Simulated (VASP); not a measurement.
# H (Cmcm) in VASP: further runs

Runs on H. Level: LDA. Tasks: single point.

Everything below comes from runs of VASP 6.6.1. Logs are shortened: lines on timing, memory, paths and dates and some standing lists are left out, and cuts for length are marked.

### 1 The cell of the first run

Symmetry: Cmcm, No. 63, orthorhombic system. The conventional cell has a = 3.462 Å, b = 5.737 Å, c = 6.629 Å, α = 90.00°, β = 90.00°, γ = 90.00°. Within 1.1 Å of H (site symmetry m) lie 1 H at 0.78 Å.

### 2 Single point, LDA (strain +0.050 along x and y, +0.050 along z)

Contents of INCAR:

```
SYSTEM = H
ALGO     = Normal         ! electronic algorithm
EDIFF    = 1E-7           ! SCF threshold, eV
ENCUT    = 520            ! plane-wave cutoff, eV
GGA      = CA             ! functional
ISIF     = 2              ! what is computed and relaxed
ISMEAR   = 0              ! smearing method
LASPH    = .TRUE.         ! aspherical terms in the spheres
LCHARG   = .FALSE.        ! write CHGCAR
LREAL    = .FALSE.        ! projectors in reciprocal space
LWAVE    = .FALSE.        ! write WAVECAR
NBANDS   = 10             ! bands
NELM     = 60             ! most SCF steps
PREC     = Accurate       ! precision mode
SIGMA    = 0.05           ! smearing width, eV
```

Contents of KPOINTS:

```
k-points
0
G
  8 8 4
  0 0 0
```

Contents of POSCAR:

```
H
1.0
    1.7309584530     -2.8682726415      0.0000000000
    1.7309584530      2.8682726415      0.0000000000
    0.0000000000      0.0000000000      6.6294570510
H
4
Direct
    0.5678085000      0.4321915000      0.9995149500
    0.4321915000      0.5678085000      0.0004850500
    0.4321915000      0.5678085000      0.4995149500
    0.5678085000      0.4321915000      0.5004850500
```

Potentials or basis: VASP PAW LDA potentials, release 64 (H).

On the command line:

```sh
$ cat potpaw_LDA.64/H/POTCAR > POTCAR
$ mpirun -np 1 vasp_std > vasp.out
```

OUTCAR:

```text
SYSTEM = H
   EDIFF = 1E-7
   ENCUT = 520
   GGA = CA
   ISIF = 2
   ISMEAR = 0
   LASPH = .TRUE.
   LREAL = .FALSE.
   NELM = 60
   PREC = Accurate

 ion  position               nearest neighbor table
   1  0.568  0.432  1.000-   2 0.78
   2  0.432  0.568  0.000-   1 0.78
   3  0.432  0.568  0.500-   4 0.78
   4  0.568  0.432  0.500-   3 0.78

  LATTYP: Found a base centered orthorhombic cell.
 ALAT       =     3.4619169060
 B/A-ratio  =     1.6570430310
 C/A-ratio  =     1.9149671211

  Lattice vectors:

 A1 = (   1.7309584530,  -2.8682726415,   0.0000000000)
 A2 = (   1.7309584530,   2.8682726415,   0.0000000000)
 A3 = (   0.0000000000,   0.0000000000,   6.6294570510)

Analysis of symmetry for initial positions (statically):
=====================================================================
 Subroutine PRICEL returns:
 Original cell was already a primitive cell.

 Routine SETGRP: Setting up the symmetry group for a
 base centered orthorhombic supercell.

 Subroutine GETGRP returns: Found  8 space group operations
 (whereof  4 operations were pure point group operations)
 out of a pool of  8 trial point group operations.

The static configuration has the point symmetry C_2h.
 The point group associated with its full space group is D_2h.

Analysis of symmetry for dynamics (positions and initial velocities):
=====================================================================
 Subroutine PRICEL returns:
 Original cell was already a primitive cell.

 Routine SETGRP: Setting up the symmetry group for a
 base centered orthorhombic supercell.

 Subroutine GETGRP returns: Found  8 space group operations
 (whereof  4 operations were pure point group operations)
 out of a pool of  8 trial point group operations.

The dynamic configuration has the point symmetry C_2h.
 The point group associated with its full space group is D_2h.

 Subroutine INISYM returns: Found  8 space group operations
 (whereof  4 operations are pure point group operations),
 and found     1 'primitive' translations

----------------------------------------------------------------------------------------

                                     Primitive cell

  volume of cell :      65.8287

  direct lattice vectors                    reciprocal lattice vectors
     1.730958453 -2.868272641  0.000000000     0.288857309 -0.174320946  0.000000000
     1.730958453  2.868272641  0.000000000     0.288857309  0.174320946  0.000000000
     0.000000000  0.000000000  6.629457051     0.000000000  0.000000000  0.150841915

  length of vectors
     3.350105239  3.350105239  6.629457051     0.337381589  0.337381589  0.150841915

  position of ions in fractional coordinates (direct lattice)
     0.567808500  0.432191500  0.999514950
     0.432191500  0.567808500  0.000485050
     0.432191500  0.567808500  0.499514950
     0.567808500  0.432191500  0.500485050

  ion indices of the primitive-cell ions
   primitive index   ion index
                 1           1
                 2           2
                 3           3
                 4           4

----------------------------------------------------------------------------------------

 KPOINTS: k-points

Automatic generation of k-mesh.
 Grid dimensions read from file:
 generate k-points for:    8    8    4

 Generating k-lattice:

  Cartesian coordinates                     Fractional coordinates (reciprocal lattice)
     0.036107164 -0.021790118  0.000000000     0.125000000  0.000000000  0.000000000
     0.036107164  0.021790118  0.000000000     0.000000000  0.125000000  0.000000000
     0.000000000  0.000000000  0.037710479     0.000000000  0.000000000  0.250000000

  Length of vectors
     0.042172699  0.042172699  0.037710479

  Shift w.r.t. Gamma in fractional coordinates (k-lattice)
     0.000000000  0.000000000  0.000000000

 Subroutine IBZKPT returns following result:
 ===========================================

 Found     63 irreducible k-points:

 Following reciprocal coordinates:
            Coordinates               Weight
  0.000000  0.000000  0.000000      1.000000
  0.125000  0.000000  0.000000      4.000000
  0.250000  0.000000  0.000000      4.000000
  0.375000 -0.000000  0.000000      4.000000
  0.500000  0.000000  0.000000      2.000000
  0.125000  0.125000  0.000000      2.000000
[... 16 lines left out ...]
  0.125000  0.000000  0.250000      8.000000
  0.250000  0.000000  0.250000      8.000000
 [... further k-points ...]
   k-points           NKPTS =     63   k-points in BZ     NKDIM =     63   number of bands    NBANDS=     10
   number of dos      NEDOS =    301   number of ions     NIONS =      4
   total plane-waves  NPLWV =  39200
   dimension x,y,z NGX =    28 NGY =   28 NGZ =   50
   dimension x,y,z NGXF=    56 NGYF=   56 NGZF=  100
   ions per type =               4
   NGX,Y,Z   is equivalent  to a cutoff of  13.89, 13.89, 12.54 a.u.
   NGXF,Y,Z  is equivalent  to a cutoff of  27.79, 27.79, 25.08 a.u.
 SYSTEM =  H
   PREC   = accura    normal or accurate (medium, high low for compatibility)
   ISTART =      0    job   : 0-new  1-cont  2-samecut
   ICHARG =      2    charge: 1-file 2-atom 10-const
   ISPIN  =      1    spin polarized calculation?
   LNONCOLLINEAR =      F non collinear calculations
   LSORBIT =      F    spin-orbit coupling
   LASPH  =      T    aspherical Exc in radial PAW
   ENCUT  =  520.0 eV  38.22 Ry    6.18 a.u.   6.23  6.23 12.33*2*pi/ulx,y,z
   NELM   =     60;   NELMIN=  2; NELMDL= -5     # of ELM steps
   EDIFF  = 0.1E-06   stopping-criterion for ELM
   LREAL  =      F    real-space projection
   EDIFFG = 0.1E-05   stopping-criterion for IOM
   NSW    =      0    number of steps for IOM
   IBRION =     -1    ionic relax: 0-MD 1-quasi-New 2-CG
   NFREE  =      0    steps in history (QN), initial steepest desc. (CG)
   ISIF   =      2    stress and relaxation
   ISYM   =      2    0-nonsym 1-usesym 2-fastsym
   POTIM  = 0.5000    time-step for ionic-motion
   TEBEG  =    0.0;   TEEND  =   0.0 temperature during run
   PSTRESS=    0.0 pullay stress
   NELECT =       4.0000    total number of electrons
   NUPDOWN=      -1.0000    fix difference up-down
   EMIN   =  10.00;   EMAX   =-10.00  energy-range for DOS
   EFERMI =   0.00;   METHOD = LEGACY
   ISMEAR =     0;   SIGMA  =   0.05  broadening in eV -4-tet -1-fermi 0-gaus
   EFERMI_NEDOS =   21; number of points for ismear=-14 and -15
   IALGO  =     38    algorithm
   IMIX   =      4    mixing-type and parameters
     AMIX     =   0.40;   BMIX     =  1.00
     AMIX_MAG =   1.60;   BMIX_MAG =  1.00
  volume/ion in A,a.u.               =      16.46       111.06
  Fermi-wavevector in a.u.,A,eV,Ry     =   0.643611  1.216248  5.636003  0.414235
  Thomas-Fermi vector in A             =   1.710667
   LORBIT       =      0    0 simple, 1 ext, 2 COOP (PROOUT), +10 PAW based schemes
   GGA     = CA    functional components
   LHFCALC =     F    Hartree Fock is set to
   AEXX    =    0.0000 exact exchange contribution
   IVDW    =     0    specifies the selected vdW correction
   LEPSILON=     F    determine dielectric tensor
   LRPA    =     F    only Hartree local field effects (RPA)
 non-spin polarized calculation
 Gauss-broadening in eV      SIGMA  =   0.05
  energy-cutoff  :      520.00
  volume of cell :       65.83
 maximum number of plane-waves:      1794
 NGX is ok and might be reduce to    28
   NGX = 13   NGY = 13   NGZ = 25

 number of electron       3.9999998 magnetization

 Free energy of the ion-electron system (eV)
  ---------------------------------------------------
  ext. energy  EPLUGINS =         0.00000000
  ---------------------------------------------------
  free energy    TOTEN  =       -13.48945496 eV

  energy without entropy =      -13.48945496  energy(sigma->0) =      -13.48945496

 E-fermi :  -8.3410     XC(G=0):  -4.9628

 val. band max:       -8.5575968141   @ k =   0.3750   0.3750   0.0000
 cond. band min:      -0.8584270174   @ k =   0.5000   0.5000   0.0000
 fundamental gap:      7.6991697967
 Fermi energy:        -8.3409747455

 k-point     1 :       0.0000    0.0000    0.0000
  band No.  band energies     occupation
      1     -10.2067      2.00000
      2      -9.6024      2.00000
      3       0.1221      0.00000
      4       2.7213      0.00000
      5       6.7728      0.00000
      6       6.8610      0.00000
      7       7.4903      0.00000
      8       8.5594      0.00000
      9      10.9814      0.00000
     10      11.1270      0.00000

 k-point     2 :       0.1250    0.0000    0.0000
  band No.  band energies     occupation
      1     -10.0816      2.00000
      2      -9.4968      2.00000
      3       0.3832      0.00000
      4       2.4006      0.00000
      5       5.5261      0.00000
      6       6.3559      0.00000
      7       7.9536      0.00000
      8       8.8063      0.00000
      9       9.4845      0.00000
     10      11.2487      0.00000

 k-point     3 :       0.2500    0.0000    0.0000
  band No.  band energies     occupation
      1      -9.7538      2.00000
      2      -9.2245      2.00000
      3       1.1612      0.00000
      4       1.4768      0.00000
      5       3.7981      0.00000
      6       5.8431      0.00000
      7       7.8682      0.00000
      8       7.9709      0.00000
      9       9.5310      0.00000
     10       9.7862      0.00000

 k-point     4 :       0.3750   -0.0000    0.0000
  band No.  band energies     occupation
      1      -9.3798      2.00000
      2      -8.9226      2.00000
      3       0.4469      0.00000
      4       2.4227      0.00000
      5       2.4971      0.00000
      6       5.7454      0.00000
      7       6.7826      0.00000
      8       6.9610      0.00000
      9       7.6477      0.00000
     10       9.8741      0.00000
[... 222 lines left out ...]
 k-point    22 :       0.0000    0.0000    0.2500
  band No.  band energies     occupation
      1     -10.1273      2.00000
      2      -9.7015      2.00000
      3       0.4875      0.00000
      4       2.3441      0.00000
      5       6.8375      0.00000
      6       6.8674      0.00000
      7       7.3677      0.00000
      8       7.6071      0.00000
      9      11.3022      0.00000
     10      12.4832      0.00000

 k-point    23 :       0.1250    0.0000    0.2500
  band No.  band energies     occupation
      1     -10.0044      2.00000
      2      -9.5922      2.00000
      3       0.7187      0.00000
      4       2.1870      0.00000
      5       5.4903      0.00000
      6       6.0912      0.00000
      7       7.7434      0.00000
      8       7.8267      0.00000
      9      10.4152      0.00000
     10      11.8290      0.00000

 k-point    24 :       0.2500    0.0000    0.2500
  band No.  band energies     occupation
      1      -9.6831      2.00000
      2      -9.3097      2.00000
      3       1.3491      0.00000
      4       1.5300      0.00000
      5       3.8447      0.00000
      6       5.4377      0.00000
      7       7.4547      0.00000
      8       7.6833      0.00000
      9       9.0838      0.00000
     10       9.8017      0.00000

 [... further k-points ...]
[... 5 lines left out ...]
  --------------------------------------------------------------------------------------
  -------------------------------------------------------------------------------------
  Total       -0.2106001     -0.7230874     -0.1528855      0.0000000     -0.0000000      0.0000000
  in kB       -5.1257103    -17.5989342     -3.7210187      0.0000000     -0.0000000      0.0000000
  external PRESSURE =      -8.8152211 kB  Pullay stress =       0.0000000 kB

 VOLUME and BASIS-vectors are now :
 -----------------------------------------------------------------------------
  energy-cutoff  :      520.00
  volume of cell :       65.83
      direct lattice vectors                 reciprocal lattice vectors
     1.730958453 -2.868272641  0.000000000     0.288857309 -0.174320946  0.000000000
     1.730958453  2.868272641  0.000000000     0.288857309  0.174320946  0.000000000
     0.000000000  0.000000000  6.629457051     0.000000000  0.000000000  0.150841915

 POSITION                                       TOTAL-FORCE (eV/Angst)
 -----------------------------------------------------------------------------------
      1.73096     -0.38899      6.62624         0.000000      0.275091      0.002081
      1.73096      0.38899      0.00322         0.000000     -0.275091     -0.002081
      1.73096      0.38899      3.31151         0.000000     -0.275091      0.002081
      1.73096     -0.38899      3.31794         0.000000      0.275091     -0.002081
 -----------------------------------------------------------------------------------
    total drift:                                0.000000     -0.000000     -0.000000

  FREE ENERGIE OF THE ION-ELECTRON SYSTEM (eV)
  ---------------------------------------------------
  free  energy   TOTEN  =       -13.4894549614 eV

  energy  without entropy=      -13.4894549614  energy(sigma->0) =      -13.48945496
```

Run time: 30 s. Hardware: 1 thread of Intel Xeon Platinum 8375C at 2.90GHz (Ice Lake), shared host; peak memory 0.16 GiB.

What came out:

```
Free energy            : -13.4895 eV
Pressure               : -0.9 GPa
Largest force          : 0.275 eV/Å
Band gap on the k mesh : 7.70 eV
```

Forces on the atoms (eV/Å):
```
H    0.000  0.275  0.002
H    0.000 -0.275 -0.002
H    0.000 -0.275  0.002
H    0.000  0.275 -0.002
```

Caveat: the cell differs from its parent crystal (strain +0.050 along x and y, +0.050 along z). A k mesh can miss the band edges.

### 3 Single point, LDA (strain -0.050 along x and y, -0.050 along z)

Contents of INCAR:

```
PREC = Accurate
ENCUT = 520
EDIFF = 1E-6
ISMEAR = 0
SIGMA = 0.05
LREAL = False
LASPH = True
NELM = 80
ALGO = Normal
ISIF = 2
LWAVE = False
LCHARG = False
NBANDS = 10
```

Contents of KPOINTS:

```
regular mesh
0
Gamma
  8 8 4
```

Contents of POSCAR:

```
H
1.0
    1.5661052670     -2.5951038185      0.0000000000
    1.5661052670      2.5951038185      0.0000000000
    0.0000000000      0.0000000000      5.9980801890
H
4
Direct
    0.5678085000      0.4321915000      0.9995149500
    0.4321915000      0.5678085000      0.0004850500
    0.4321915000      0.5678085000      0.4995149500
    0.5678085000      0.4321915000      0.5004850500
```

Potentials or basis: VASP PAW LDA potentials, release 64 (H).

On the command line:

```sh
$ cat potpaw_LDA.64/H/POTCAR > POTCAR
$ mpirun -np 1 vasp_std > vasp.out
```

Run time: 9.2 s. Hardware: 1 thread of Intel Xeon 6975P-C (Granite Rapids), shared host; peak memory 0.14 GiB.

It converged, with:

- Free energy: -13.3837 eV
- Pressure: 3.3 GPa
- Largest force: 2.559 eV/Å
- Band gap on the k mesh: 7.88 eV

Forces in eV/Å, atoms in the order of the input:
```
H    0.000 -2.559 -0.021
H    0.000  2.559  0.021
H    0.000  2.559 -0.021
H    0.000 -2.559  0.021
```

Stress tensor (GPa, compression positive):
```
-0.63  0.00  0.00
 0.00 10.98  0.00
 0.00  0.00 -0.44
```

Levels at points of the mesh, in eV from the valence-band top:
```
           k point  band 1  band 2  band 3  band 4  band 5
(0.00, 0.00, 0.00)   -2.52   -1.57    8.67   12.59   17.66
(0.50, 0.00, 0.00)   -0.99   -0.34    8.73   11.39   13.04
(0.50, 0.50, 0.00)   -0.64   -0.02    7.88   10.14   13.61
(0.00, 0.00, 0.50)   -2.09   -2.09   10.53   10.53   17.56
(0.50, 0.00, 0.50)   -0.68   -0.68    9.66    9.66   14.76
(0.50, 0.50, 0.50)   -0.35   -0.35    8.73    8.73   15.00
```

Caveat: the cell differs from its parent crystal (strain -0.050 along x and y, -0.050 along z); forces of over 1 eV/Å act on the atoms, so gaps and moduli don't describe the material at rest. A k mesh can miss the band edges.

(Part 1 of 2 ends here.)
